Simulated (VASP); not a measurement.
# Al8O (a cell with a defect) in VASP: notebook

Runs on Al8O (a cell with a defect). Level: PBE+D3(BJ). Tasks: single point.

All numbers are computed with VASP 6.6.1; they aren't measurements. Logs are shortened: lines on timing, memory, paths and dates and some standing lists are left out, and cuts for length are marked.

### 1 The cell of the first run

The cell holds a defect, 9 atoms: a = 5.451 Å, b = 5.451 Å, c = 5.607 Å, α = 104.90°, β = 104.90°, γ = 118.10°.

### 2 Single point, PBE+D3(BJ)

File INCAR:

```
SYSTEM = Al8O
ALGO = Normal
EDIFF = 1E-7
ENCUT = 520
GGA = PE
ISIF = 2
ISMEAR = 0
IVDW = 12
LASPH = .True.
LCHARG = .False.
LREAL = .False.
LWAVE = .False.
NBANDS = 25
NELM = 80
PREC = Accurate
SIGMA = 0.15
```

File KPOINTS:

```
k-points
0
Gamma
  8 8 8
  0 0 0
```

File POSCAR:

```
Al8O
1.0
   -1.4017850509      2.4279629295     -4.6750895444
   -1.4017850509      2.4279629295      4.6750895444
    5.6071402037     -0.0000000001      0.0000000000
Al O
8 1
Direct
    0.7916666667      0.5416666667      0.3333333333
    0.2916666667      0.0416666667      0.3333333333
    0.7916666667      0.5416666667      0.8333333333
    0.2916666667      0.0416666667      0.8333333333
    0.2083333333      0.4583333333      0.1666666667
    0.7083333333      0.9583333333      0.1666666667
    0.2083333333      0.4583333333      0.6666666667
    0.7083333333      0.9583333333      0.6666666667
    0.7082983748      0.2916317082      0.9999300830
```

Potentials or basis: VASP PAW PBE potentials, release 64 (Al, O).

On the command line:

```bash
$ cat potpaw_PBE.64/Al/POTCAR potpaw_PBE.64/O/POTCAR > POTCAR
$ mpirun -np 1 vasp_std > vasp.out
```

OUTCAR:

```text
SYSTEM = Al8O
   EDIFF = 1E-7
   ENCUT = 520
   GGA = PE
   ISIF = 2
   ISMEAR = 0
   IVDW = 12
   LASPH = .True.
   LREAL = .False.
   NELM = 80
   PREC = Accurate
 IVDW          = 12

 ion  position               nearest neighbor table
   1  0.792  0.542  0.333-   9 1.80   4 2.80   4 2.80   2 2.80   2 2.80   3 2.80   3 2.80   5 2.84
                             6 2.84   6 2.84   5 2.84   7 2.84   8 2.84
   2  0.292  0.042  0.333-   3 2.80   3 2.80   1 2.80   1 2.80   4 2.80   4 2.80   6 2.84   5 2.84
                             5 2.84   6 2.84   8 2.84   7 2.84
   3  0.792  0.542  0.833-   9 1.80   2 2.80   2 2.80   4 2.80   4 2.80   1 2.80   1 2.80   7 2.84
                             8 2.84   8 2.84   7 2.84   5 2.84   6 2.84
   4  0.292  0.042  0.833-   9 1.80   1 2.80   1 2.80   3 2.80   3 2.80   2 2.80   2 2.80   7 2.84
                             8 2.84   7 2.84   8 2.84   5 2.84   6 2.84
   5  0.208  0.458  0.167-   9 2.25   8 2.80   8 2.80   6 2.80   6 2.80   7 2.80   7 2.80   2 2.84
                             1 2.84   2 2.84   1 2.84   4 2.84   3 2.84
   6  0.708  0.958  0.167-   9 2.25   7 2.80   7 2.80   5 2.80   5 2.80   8 2.80   8 2.80   2 2.84
                             1 2.84   1 2.84   2 2.84   4 2.84   3 2.84
   7  0.208  0.458  0.667-   6 2.80   6 2.80   8 2.80   8 2.80   5 2.80   5 2.80   3 2.84   4 2.84
                             3 2.84   4 2.84   1 2.84   2 2.84
   8  0.708  0.958  0.667-   9 2.25   5 2.80   5 2.80   7 2.80   7 2.80   6 2.80   6 2.80   4 2.84
                             3 2.84   3 2.84   4 2.84   2 2.84   1 2.84
   9  0.708  0.292  1.000-   4 1.80   3 1.80   1 1.80   8 2.25   5 2.25   6 2.25

  LATTYP: Found a face centered orthorhombic cell.
 ALAT       =     5.6071402037
 B/A-ratio  =     1.6675486521
 C/A-ratio  =     1.7320508076

  Lattice vectors:

 A1 = (   4.2053551528,   2.4279629294,   4.6750895444)
 A2 = (   2.8035701019,   4.8559258589,   0.0000000000)
 A3 = (  -1.4017850509,   2.4279629295,   4.6750895444)

Analysis of symmetry for initial positions (statically):
=====================================================================
 Subroutine PRICEL returns:
 Original cell was already a primitive cell.

 Routine SETGRP: Setting up the symmetry group for a
 face centered orthorhombic supercell.

 Subroutine GETGRP returns: Found  2 space group operations
 (whereof  2 operations were pure point group operations)
 out of a pool of  8 trial point group operations.

The static configuration has the point symmetry C_1h.

Analysis of symmetry for dynamics (positions and initial velocities):
=====================================================================
 Subroutine PRICEL returns:
 Original cell was already a primitive cell.

 Routine SETGRP: Setting up the symmetry group for a
 face centered orthorhombic supercell.

 Subroutine GETGRP returns: Found  2 space group operations
 (whereof  2 operations were pure point group operations)
 out of a pool of  8 trial point group operations.

The dynamic configuration has the point symmetry C_1h.

 Subroutine INISYM returns: Found  2 space group operations
 (whereof  2 operations are pure point group operations),
 and found     1 'primitive' translations

----------------------------------------------------------------------------------------

                                     Primitive cell

  volume of cell :     127.2927

  direct lattice vectors                    reciprocal lattice vectors
    -1.401785051  2.427962930 -4.675089544     0.000000000  0.205933951 -0.106949823
    -1.401785051  2.427962930  4.675089544     0.000000000  0.205933951  0.106949823
     5.607140204 -0.000000000  0.000000000     0.178344033  0.102966976  0.000000000

  length of vectors
     5.451281277  5.451281277  5.607140204     0.232049687  0.232049687  0.205933951

  position of ions in fractional coordinates (direct lattice)
     0.791666667  0.541666667  0.333333333
     0.291666667  0.041666667  0.333333333
     0.791666667  0.541666667  0.833333333
     0.291666667  0.041666667  0.833333333
     0.208333333  0.458333333  0.166666667
     0.708333333  0.958333333  0.166666667
     0.208333333  0.458333333  0.666666667
     0.708333333  0.958333333  0.666666667
     0.708298375  0.291631708  0.999930083

  ion indices of the primitive-cell ions
   primitive index   ion index
                 1           1
                 2           2
                 3           3
                 4           4
                 5           5
                 6           6
                 7           7
                 8           8
                 9           9

----------------------------------------------------------------------------------------

 KPOINTS: k-points

Automatic generation of k-mesh.
 Grid dimensions read from file:
 generate k-points for:    8    8    8

 Generating k-lattice:

  Cartesian coordinates                     Fractional coordinates (reciprocal lattice)
     0.000000000  0.025741744 -0.013368728     0.125000000  0.000000000 -0.000000000
     0.000000000  0.025741744  0.013368728     0.000000000  0.125000000 -0.000000000
     0.022293004  0.012870872  0.000000000     0.000000000  0.000000000  0.125000000

  Length of vectors
     0.029006211  0.029006211  0.025741744

  Shift w.r.t. Gamma in fractional coordinates (k-lattice)
     0.000000000  0.000000000  0.000000000

 Subroutine IBZKPT returns following result:
 ===========================================

 Found    150 irreducible k-points:

 Following reciprocal coordinates:
            Coordinates               Weight
  0.000000  0.000000  0.000000      1.000000
  0.125000  0.000000  0.000000      4.000000
 -0.000000 -0.125000 -0.000000      4.000000
  0.250000  0.000000  0.000000      4.000000
 -0.000000 -0.250000 -0.000000      4.000000
  0.375000 -0.000000  0.000000      4.000000
[... 16 lines left out ...]
  0.375000  0.250000  0.000000      4.000000
 -0.250000 -0.375000 -0.000000      4.000000
 [... further k-points ...]
   k-points           NKPTS =    150   k-points in BZ     NKDIM =    150   number of bands    NBANDS=     25
   number of dos      NEDOS =    301   number of ions     NIONS =      9
   total plane-waves  NPLWV =  74088
   dimension x,y,z NGX =    42 NGY =   42 NGZ =   42
   dimension x,y,z NGXF=    84 NGYF=   84 NGZF=   84
   ions per type =               8   1
   NGX,Y,Z   is equivalent  to a cutoff of  12.81, 12.81, 12.45 a.u.
   NGXF,Y,Z  is equivalent  to a cutoff of  25.62, 25.62, 24.91 a.u.
 SYSTEM =  Al8O
   PREC   = accura    normal or accurate (medium, high low for compatibility)
   ISTART =      0    job   : 0-new  1-cont  2-samecut
   ICHARG =      2    charge: 1-file 2-atom 10-const
   ISPIN  =      1    spin polarized calculation?
   LNONCOLLINEAR =      F non collinear calculations
   LSORBIT =      F    spin-orbit coupling
   LASPH  =      T    aspherical Exc in radial PAW
   ENCUT  =  520.0 eV  38.22 Ry    6.18 a.u.  10.14 10.14 10.43*2*pi/ulx,y,z
   NELM   =     80;   NELMIN=  2; NELMDL= -5     # of ELM steps
   EDIFF  = 0.1E-06   stopping-criterion for ELM
   LREAL  =      F    real-space projection
   EDIFFG = 0.1E-05   stopping-criterion for IOM
   NSW    =      0    number of steps for IOM
   IBRION =     -1    ionic relax: 0-MD 1-quasi-New 2-CG
   NFREE  =      0    steps in history (QN), initial steepest desc. (CG)
   ISIF   =      2    stress and relaxation
   ISYM   =      2    0-nonsym 1-usesym 2-fastsym
   POTIM  = 0.5000    time-step for ionic-motion
   TEBEG  =    0.0;   TEEND  =   0.0 temperature during run
   PSTRESS=    0.0 pullay stress
   NELECT =      30.0000    total number of electrons
   NUPDOWN=      -1.0000    fix difference up-down
   EMIN   =  10.00;   EMAX   =-10.00  energy-range for DOS
   EFERMI =   0.00;   METHOD = LEGACY
   ISMEAR =     0;   SIGMA  =   0.15  broadening in eV -4-tet -1-fermi 0-gaus
   EFERMI_NEDOS =   21; number of points for ismear=-14 and -15
   IALGO  =     38    algorithm
   IMIX   =      4    mixing-type and parameters
     AMIX     =   0.40;   BMIX     =  1.00
     AMIX_MAG =   1.60;   BMIX_MAG =  1.00
  volume/ion in A,a.u.               =      14.14        95.45
  Fermi-wavevector in a.u.,A,eV,Ry     =   1.011224  1.910937 13.912969  1.022574
  Thomas-Fermi vector in A             =   2.144261
   LORBIT       =      0    0 simple, 1 ext, 2 COOP (PROOUT), +10 PAW based schemes
   GGA     = PE    functional components
   LHFCALC =     F    Hartree Fock is set to
   AEXX    =    0.0000 exact exchange contribution
   IVDW    =    12    specifies the selected vdW correction
   LEPSILON=     F    determine dielectric tensor
   LRPA    =     F    only Hartree local field effects (RPA)
 non-spin polarized calculation
 Gauss-broadening in eV      SIGMA  =   0.15
  energy-cutoff  :      520.00
  volume of cell :      127.29
 maximum number of plane-waves:      3452
 NGX is ok and might be reduce to    42
   NGX = 21   NGY = 21   NGZ = 21

 number of electron      29.9999999 magnetization

 Free energy of the ion-electron system (eV)
  ---------------------------------------------------
  ext. energy  EPLUGINS =         0.00000000
  ---------------------------------------------------
  free energy    TOTEN  =       -36.13649188 eV

  energy without entropy =      -36.09515874  energy(sigma->0) =      -36.11582531

 E-fermi :   9.0298     XC(G=0): -10.5973

 val. band max:        9.0251650023   @ k =  -0.1250   0.2500   0.1250
 cond. band min:       9.0328066475   @ k =  -0.0000  -0.1250  -0.2500
 fundamental gap:      0.0076416452
 Fermi energy:         9.0297591455

 k-point     1 :       0.0000    0.0000    0.0000
  band No.  band energies     occupation
      1     -13.6307      2.00000
      2      -1.7673      2.00000
      3      -0.4934      2.00000
      4      -0.3758      2.00000
      5      -0.0689      2.00000
      6       3.7714      2.00000
[... 17 lines left out ...]
     24      16.1478      0.00000
     25      16.2080      0.00000
[... 621 lines left out ...]
      3      -0.9445      2.00000
      4      -0.5926      2.00000
      5       1.0042      2.00000
      6       1.7297      2.00000
[... 17 lines left out ...]
     24      13.9347      0.00000
     25      14.4488      0.00000

 [... further k-points ...]

------------------------ aborting loop because EDIFF is reached ----------------------------------------

 Edisp (eV)   -3.02759

 E8    (eV) :    -1.3301

  FORCE on cell =-STRESS in cart. coord.  units (eV):
  Direction    XX          YY          ZZ          XY          YZ          ZX
  --------------------------------------------------------------------------------------
  -------------------------------------------------------------------------------------
  Total       7.38908     8.01114     4.69181    -0.53872    -0.00487    -0.00844
  in kB      93.00312   100.83269    59.05380    -6.78060    -0.06132    -0.10622
  external pressure =       84.30 kB  Pullay stress =        0.00 kB

 VOLUME and BASIS-vectors are now :
 -----------------------------------------------------------------------------
  energy-cutoff  :      520.00
  volume of cell :      127.29
      direct lattice vectors                 reciprocal lattice vectors
    -1.401785051  2.427962930 -4.675089544     0.000000000  0.205933951 -0.106949823
    -1.401785051  2.427962930  4.675089544     0.000000000  0.205933951  0.106949823
     5.607140204 -0.000000000  0.000000000     0.178344033  0.102966976  0.000000000

 POSITION                                       TOTAL-FORCE (eV/Angst)
 -----------------------------------------------------------------------------------
     -0.00000      3.23728     -1.16877         1.772591      1.023406      1.134533
      1.40179      0.80932     -1.16877        -0.028584     -0.016503     -0.018173
      2.80357      3.23728     -1.16877        -1.783764      1.055717      1.033865
      4.20536      0.80932     -1.16877         0.022395     -2.072644      1.033865
      0.00000      1.61864      1.16877        -0.048670      0.777050     -0.831064
     -1.40179      4.04660      1.16877         0.648610     -0.430675     -0.831064
      2.80357      1.61864      1.16877         0.057472      0.033182      0.191473
      1.40179      4.04660      1.16877        -0.663075     -0.382826     -0.707984
      4.20506      2.42779     -1.94795         0.023025      0.013294     -1.005449
 -----------------------------------------------------------------------------------
    total drift:                               -0.000005     -0.000001      0.000613

  FREE ENERGIE OF THE ION-ELECTRON SYSTEM (eV)
  ---------------------------------------------------
  free  energy   TOTEN  =       -39.1640863809 eV

  energy  without entropy=      -39.1227532454  energy(sigma->0) =      -39.14341981
```

Run time: 8.9 min. Hardware: 1 thread of Intel Xeon Platinum 8259CL at 2.50GHz (Skylake/Cascade Lake), shared host; peak memory 0.51 GiB.

What came out:

```
Free energy                : -39.1641 eV
Pressure                   : 8.4 GPa
Largest force              : 2.340 eV/Å
Band gap on the k mesh     : zero (bands 15 and 16 overlap by 2.66 eV)
Dispersion energy per atom : -0.336 eV
```

Forces on the atoms (eV/Å):
```
Al   1.773  1.023  1.135
Al  -0.029 -0.017 -0.018
Al  -1.784  1.056  1.034
Al   0.022 -2.073  1.034
Al  -0.049  0.777 -0.831
Al   0.649 -0.431 -0.831
Al   0.057  0.033  0.191
Al  -0.663 -0.383 -0.708
O    0.023  0.013 -1.005
```

Levels at points of the mesh, in eV from the Fermi level:
```tsv
k point	band 11	band 12	band 13	band 14	band 15	band 16	band 17	band 18	band 19	band 20
(0.00, 0.00, 0.00)	-3.75	-3.69	-3.41	-2.42	-1.75	-0.57	-0.46	0.87	2.07	2.48
(0.50, 0.00, 0.00)	-2.65	-2.17	-0.64	-0.33	0.11	0.31	1.01	1.70	2.35	2.54
(0.00, 0.50, 0.00)	-2.69	-2.26	-0.65	-0.29	0.05	0.49	1.18	1.55	2.37	2.40
(0.50, 0.50, 0.00)	-3.46	-3.15	-1.91	-1.37	0.74	0.89	0.93	1.24	1.77	2.17
(0.00, 0.00, 0.50)	-3.33	-3.00	-2.01	-1.22	0.09	0.54	0.75	0.99	1.63	1.78
(0.50, 0.50, 0.50)	-1.65	-0.91	-0.81	-0.35	0.14	0.93	1.29	1.70	3.06	3.39
```

### 3 Single point, PBE+D3(BJ)

File INCAR:

```
SYSTEM = Al8O
  ALGO = Normal
  EDIFF = 1E-6
  ENCUT = 520
  GGA = PE
  ISIF = 2
  ISMEAR = 0
  IVDW = 12
  LASPH = .True.
  LCHARG = .False.
  LREAL = .False.
  LWAVE = .False.
  NBANDS = 25
  NELM = 100
  PREC = Accurate
  SIGMA = 0.15
```

KPOINTS is that of step 2.

POSCAR: that of step 2 with these lines changed.

```diff
@@ -16,2 +16,2 @@
     0.7083333333      0.9583333333      0.6666666667
-    0.7082983748      0.2916317082      0.9999300830
+    0.7916317082      0.2082983748      0.9999300830
```

Potentials or basis: VASP PAW PBE potentials, release 64 (Al, O).

On the command line:

```bash
$ cat potpaw_PBE.64/Al/POTCAR potpaw_PBE.64/O/POTCAR > POTCAR
$ mpirun -np 1 vasp_std > vasp.out
```

OUTCAR:

```text
SYSTEM = Al8O
   EDIFF = 1E-6
   ENCUT = 520
   GGA = PE
   ISIF = 2
   ISMEAR = 0
   IVDW = 12
   LASPH = .True.
   LREAL = .False.
   NELM = 100
   PREC = Accurate
 IVDW          = 12

 ion  position               nearest neighbor table
   1  0.792  0.542  0.333-   9 2.25   4 2.80   4 2.80   2 2.80   2 2.80   3 2.80   3 2.80   5 2.84
                             6 2.84   6 2.84   5 2.84   7 2.84   8 2.84
   2  0.292  0.042  0.333-   3 2.80   3 2.80   1 2.80   1 2.80   4 2.80   4 2.80   6 2.84   5 2.84
                             5 2.84   6 2.84   8 2.84   7 2.84
   3  0.792  0.542  0.833-   9 2.25   2 2.80   2 2.80   4 2.80   4 2.80   1 2.80   1 2.80   7 2.84
[... 905 lines left out ...]
  in kB      93.11709   100.85892    59.13571    -6.70462     0.00419     0.00725
  external pressure =       84.37 kB  Pullay stress =        0.00 kB

 VOLUME and BASIS-vectors are now :
 -----------------------------------------------------------------------------
  energy-cutoff  :      520.00
  volume of cell :      127.29
      direct lattice vectors                 reciprocal lattice vectors
    -1.401785051  2.427962930 -4.675089544     0.000000000  0.205933951 -0.106949823
    -1.401785051  2.427962930  4.675089544     0.000000000  0.205933951  0.106949823
     5.607140204 -0.000000000  0.000000000     0.178344033  0.102966976  0.000000000

 POSITION                                       TOTAL-FORCE (eV/Angst)
 -----------------------------------------------------------------------------------
     -0.00000      3.23728     -1.16877         0.663569      0.383112      0.707883
      1.40179      0.80932     -1.16877        -0.057892     -0.033424     -0.191459
      2.80357      3.23728     -1.16877        -0.648140      0.430813      0.831044
      4.20536      0.80932     -1.16877         0.049025     -0.776712      0.831044
      0.00000      1.61864      1.16877        -0.021482      2.068987     -1.031746
     -1.40179      4.04660      1.16877         1.781054     -1.053098     -1.031746
      2.80357      1.61864      1.16877         0.027701      0.015993      0.018062
      1.40179      4.04660      1.16877        -1.777832     -1.026432     -1.138162
      4.20506      2.42779     -2.72714        -0.016004     -0.009240      1.005082
 -----------------------------------------------------------------------------------
    total drift:                                0.000005      0.000001     -0.000280

  FREE ENERGIE OF THE ION-ELECTRON SYSTEM (eV)
  ---------------------------------------------------
  free  energy   TOTEN  =       -39.1641019668 eV

  energy  without entropy=      -39.1227708821  energy(sigma->0) =      -39.14343642
```

OSZICAR:

```text
N       E                     dE             d eps       ncg     rms          rms(c)
DAV:   1     0.716620992069E+02    0.71662E+02   -0.11721E+04  7500   0.100E+03
DAV:   2    -0.299391830228E+02   -0.10160E+03   -0.94305E+02  9261   0.164E+02
DAV:   3    -0.378357707191E+02   -0.78966E+01   -0.77845E+01  9695   0.438E+01
DAV:   4    -0.379123657459E+02   -0.76595E-01   -0.76515E-01  8757   0.506E+00
DAV:   5    -0.379132253535E+02   -0.85961E-03   -0.85956E-03  9836   0.568E-01    0.894E+00
DAV:   6    -0.362633967595E+02    0.16498E+01   -0.81091E+00  8590   0.195E+01    0.362E+00
DAV:   7    -0.361795063376E+02    0.83890E-01   -0.60275E-01  8051   0.553E+00    0.205E+00
DAV:   8    -0.361551991073E+02    0.24307E-01   -0.31837E-01  9026   0.335E+00    0.862E-01
DAV:   9    -0.361370448215E+02    0.18154E-01   -0.11311E-01 10383   0.276E+00    0.348E-01
DAV:  10    -0.361370183928E+02    0.26429E-04   -0.21444E-02  8070   0.915E-01    0.262E-01
DAV:  11    -0.361367105754E+02    0.30782E-03   -0.11246E-02  8399   0.681E-01    0.117E-01
DAV:  12    -0.361364791154E+02    0.23146E-03   -0.11973E-03  9312   0.295E-01    0.335E-02
DAV:  13    -0.361365082603E+02   -0.29145E-04   -0.22996E-04  8087   0.825E-02    0.131E-02
DAV:  14    -0.361365098612E+02   -0.16010E-05   -0.98643E-06  9294   0.167E-02    0.147E-02
DAV:  15    -0.361365071376E+02    0.27236E-05   -0.15078E-05  9323   0.282E-02    0.282E-03
DAV:  16    -0.361365074623E+02   -0.32475E-06   -0.35471E-06  5714   0.160E-02
   1 F= -.39164102E+02 E0= -.39143436E+02  d E =-.413311E-01
```

Run time: 8.8 min. Hardware: 1 thread of Intel Xeon Platinum 8259CL at 2.50GHz (Skylake/Cascade Lake), shared host; peak memory 0.51 GiB.

Results:

- Free energy: -39.1641 eV
- Pressure: 8.4 GPa
- Largest force: 2.347 eV/Å
- Band gap on the k mesh: zero (bands 15 and 16 overlap by 2.66 eV)
- Dispersion energy per atom: -0.336 eV

Forces in eV/Å, atoms in the order of the input:
```
Al   0.664  0.383  0.708
Al  -0.058 -0.033 -0.191
Al  -0.648  0.431  0.831
Al   0.049 -0.777  0.831
Al  -0.021  2.069 -1.032
Al   1.781 -1.053 -1.032
Al   0.028  0.016  0.018
Al  -1.778 -1.026 -1.138
O   -0.016 -0.009  1.005
```

Levels at points of the mesh, in eV from the Fermi level:
```tsv
k point	band 12	band 13	band 14	band 15	band 16	band 17	band 18	band 19
(0.00, 0.00, 0.00)	-3.69	-3.41	-2.42	-1.75	-0.57	-0.46	0.87	2.07
(0.50, 0.00, 0.00)	-2.17	-0.64	-0.33	0.11	0.31	1.01	1.70	2.35
(0.00, 0.50, 0.00)	-2.26	-0.65	-0.29	0.05	0.49	1.18	1.55	2.37
(0.50, 0.50, 0.00)	-3.15	-1.91	-1.37	0.74	0.89	0.93	1.24	1.77
(0.00, 0.00, 0.50)	-3.00	-2.01	-1.22	0.09	0.54	0.75	0.99	1.63
(0.50, 0.50, 0.50)	-0.91	-0.81	-0.35	0.14	0.93	1.29	1.70	3.06
```
